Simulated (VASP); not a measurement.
Write the native input for VASP 6.6.1 that does the following.

| Property | Result |
| --- | --- |
| Task | single point |
| Functional | PBE |
| Potentials or basis | VASP PAW PBE potentials, release 64 (C, K_sv, Br) |
| Cutoff | 600 eV |
| k mesh | 4 × 4 × 4 |
| Occupations | fermi-dirac, width 0.1 eV |
| Spin | no spin polarisation |
| Dipole correction | no |
| Further INCAR settings | ALGO = Normal; EDIFF = 1e-06; NBANDS = 42 |

The structure of K2CBr6 lies in POSCAR:

```
K2CBr6
1.0
    0.0000000000      5.0307060000      5.0307060000
    5.0307060000      0.0000000000      5.0307060000
    5.0307060000      5.0307060000      0.0000000000
C K Br
1 2 6
Direct
    0.0000000000      0.0000000000      0.0000000000
    0.2500000000      0.2500000000      0.2500000000
    0.7500000000      0.7500000000      0.7500000000
    0.7600000000      0.2400000000      0.2400000000
    0.2400000000      0.7600000000      0.2400000000
    0.2400000000      0.7600000000      0.7600000000
    0.7600000000      0.2400000000      0.7600000000
    0.2400000000      0.2400000000      0.7600000000
    0.7600000000      0.7600000000      0.2400000000
```

One way to write it, as run:

INCAR

```
PREC = Accurate
ENCUT = 600
EDIFF = 1E-6
ISMEAR = -1
SIGMA = 0.1
LREAL = F
LASPH = T
NELM = 120
ALGO = Normal
ISIF = 2
LWAVE = F
LCHARG = F
GGA = PE
NBANDS = 42
GGA_COMPAT = F
```

KPOINTS

```
Automatic mesh
0
Gamma
  4 4 4
```

Potentials or basis: VASP PAW PBE potentials, release 64 (C, K_sv, Br).

Command:

```bash
$ cat potpaw_PBE.64/C/POTCAR potpaw_PBE.64/K_sv/POTCAR potpaw_PBE.64/Br/POTCAR > POTCAR
$ mpirun -np 1 vasp_std > vasp.out
```

It gave:

* Pressure: -0.4 GPa
* Largest force: 0.367 eV/Å
* Band gap on the k mesh: zero (bands 32 and 33 overlap by 0.16 eV)

Caveat: semilocal functionals underestimate gaps, and a narrow one can read as zero.

Wall time 110 s on 1 thread of Intel(R) Xeon(R) Platinum 8559C (Emerald Rapids) (shared host), peak memory 0.54 GiB.
